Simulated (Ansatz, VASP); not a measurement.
# One calculation of V, two programs

File INCAR:

```
PREC = Accurate ; ENCUT = 600
EDIFF = 1E-6 ; ISMEAR = 0
SIGMA = 0.1 ; LREAL = F
LASPH = T ; NELM = 100
ALGO = Fast ; ISIF = 3
LWAVE = F ; LCHARG = F
GGA = PE ; IBRION = 2
NSW = 100 ; EDIFFG = -0.01
```

The input KPOINTS:

```
Automatic mesh
0
Gamma
  12 12 6
```

Contents of POSCAR:

```
V
1.0
    3.4677044522      0.0000000000      0.0000000000
    0.0000000000      3.4677044522      0.0000000000
    0.0000000000      0.0000000000      6.3414750369
V
5
Direct
    0.5000000000      0.0000000000      0.3019384233
    0.0000000000      0.5000000000      0.6980615767
    0.0000000000      0.5000000000      0.3019384233
    0.5000000000      0.0000000000      0.6980615767
    0.0000000000      0.0000000000      0.0000000000
```

Input for Ansatz:

```yaml
crystal:
  lattice:
    - [3.4677044522, 0.0, 0.0]
    - [0.0, 3.4677044522, 0.0]
    - [0.0, 0.0, 6.3414750369]
  atoms:
    - { symbol: V, position: [0.5, 0.0, 0.3019384233] }
    - { symbol: V, position: [0.0, 0.5, 0.6980615767] }
    - { symbol: V, position: [0.0, 0.5, 0.3019384233] }
    - { symbol: V, position: [0.5, 0.0, 0.6980615767] }
    - { symbol: V, position: [0.0, 0.0, 0.0] }
basis:
  ecutwfc: 420
kpoints:
  mp_grid: { grid: [12, 12, 6] }
hamiltonian:
  xc: pbe
scf:
  occupations: { method: gaussian, width: 0.1 }
output:
  forces: true
  stress: true
  eigenvalues: true
relax:
  adjacent_minimum: "off"
  f_tol: 0.01
  max_steps: 80
  cell: { stress_tol: 0.05 }
```

Alike in both runs: task relaxation of cell and atoms; functional PBE; k mesh 12 × 12 × 6; occupations gaussian, width 0.1 eV; no spin polarisation.

```csv
,VASP,Ansatz
version,VASP 6.6.1,Ansatz 0.2.0
potentials or method,"VASP PAW PBE potentials, release 64 (V_sv), cutoff 600 eV","scalar-relativistic, plane waves, PAW"
valence electrons in the cell,65,65
```

|  | VASP | Ansatz | Ansatz less VASP |
| --- | --- | --- | --- |
| gap on the k mesh at the Fermi level, each at its own relaxed structure (eV) | none | none | - |
| relaxed volume (Å³/atom) | 15.29 | 15.27 | -0.026 |
| relaxed length of the cell vector where the two differ most in proportion (Å) | 3.459 | 3.456 | -0.0031 |

A gap of «none» marks a metal or a gap that the smearing closes.
